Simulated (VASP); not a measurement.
Set up this calculation in VASP 6.6.1, as the native input.

- Task: single point
- Functional: PBEsol
- Potentials or basis: VASP PAW PBE potentials, release 64 (H)
- Cutoff: 500 eV
- k mesh: 10 × 10 × 10
- Occupations: gaussian, width 0.01 eV
- Spin: no spin polarisation
- Dipole correction: no
- Further INCAR settings: ALGO = Normal; EDIFF = 1e-06; NBANDS = 8

The structure of H lies in POSCAR:

```
H
1.0
   -1.7451927835      1.7451927835      2.1719837309
    1.7451927835     -1.7451927835      2.1719837309
    1.7451927835      1.7451927835     -2.1719837309
H
2
Direct
    0.9126015680      0.9126015680      0.0000000000
    0.0873984320      0.0873984320      0.0000000000
```

One way to write it, as run:

INCAR

```
PREC = Accurate ; ENCUT = 500
EDIFF = 1E-6 ; ISMEAR = 0
SIGMA = 0.01 ; LREAL = F
LASPH = T ; NELM = 120
ALGO = Normal ; ISIF = 2
LWAVE = F ; LCHARG = F
GGA = PS ; NBANDS = 8
GGA_COMPAT = F
```

KPOINTS

```
regular mesh
0
Gamma
  10 10 10
```

Potentials or basis: VASP PAW PBE potentials, release 64 (H).

Launch:

```sh
$ cat potpaw_PBE.64/H/POTCAR > POTCAR
$ mpirun -np 1 vasp_std > vasp.out
```

It gave:

```json
{
  "Pressure": "-0.2 GPa",
  "Largest force": "0.007 eV/Å",
  "Band gap on the k mesh": "8.83 eV (least direct gap 9.50 eV)"
}
```

Caveat: this functional lacks dispersion, which holds the molecules together, so the pressure and a relaxed volume are unreliable; the PAW data sets were made with another functional, which shifts forces and pressure a little.

Run time: 8.7 s on 1 thread of Intel(R) Xeon(R) Platinum 8375C CPU @ 2.90GHz (Ice Lake), with other jobs on the host, peak memory 0.13 GiB.
